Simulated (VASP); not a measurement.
Set up this calculation in VASP 6.6.1, as the native input.

* Task: single point
* Functional: PBE
* Potentials or basis: VASP PAW PBE potentials, release 64 (Zn, H)
* Cutoff: 520 eV
* k mesh: 6 × 6 × 4
* Occupations: gaussian, width 0.1 eV
* Spin: no spin polarisation
* Dipole correction: no
* Further INCAR settings: ALGO = Normal; EDIFF = 1e-06; NBANDS = 14

The structure of ZnH2 lies in POSCAR:

```
ZnH2
1.0
    2.0726673700     -2.4064243600      0.0000000000
    2.0726673700      2.4064243600      0.0000000000
    0.0000000000      0.0000000000      5.7345401100
Zn H
1 2
Direct
    0.5000000000      0.5000000000      0.0000000000
    0.0000000000      0.0000000000      0.0000000000
    0.5000000000      0.5000000000      0.5000000000
```

The input as run:

INCAR

```
ALGO     = Normal         # electronic algorithm
EDIFF    = 1E-6           # SCF threshold, eV
ENCUT    = 520            # plane-wave cutoff, eV
GGA      = PE             # functional
ISIF     = 2              # what is computed and relaxed
ISMEAR   = 0              # smearing method
LASPH    = True           # aspherical terms in the spheres
LCHARG   = False          # write CHGCAR
LREAL    = False          # projectors in reciprocal space
LWAVE    = False          # write WAVECAR
NBANDS   = 14             # bands
NELM     = 100            # most SCF steps
PREC     = Accurate       # precision mode
SIGMA    = 0.1            # smearing width, eV
```

KPOINTS

```
k-points
0
Gamma
  6 6 4
```

Potentials or basis: VASP PAW PBE potentials, release 64 (Zn, H).

Run with:

```bash
$ cat potpaw_PBE.64/Zn/POTCAR potpaw_PBE.64/H/POTCAR > POTCAR
$ mpirun -np 1 vasp_std > vasp.out
```

Results of the run:

| Item | Value |
| --- | --- |
| Pressure | -8.6 GPa |
| Band gap on the k mesh | zero (band 7 reaches -2.01 eV, above the bottom of band 8 at -3.03 eV) |

It took 19 s on 1 thread of Intel(R) Xeon(R) Platinum 8375C CPU @ 2.90GHz (Ice Lake) (shared host), peak memory 0.18 GiB.
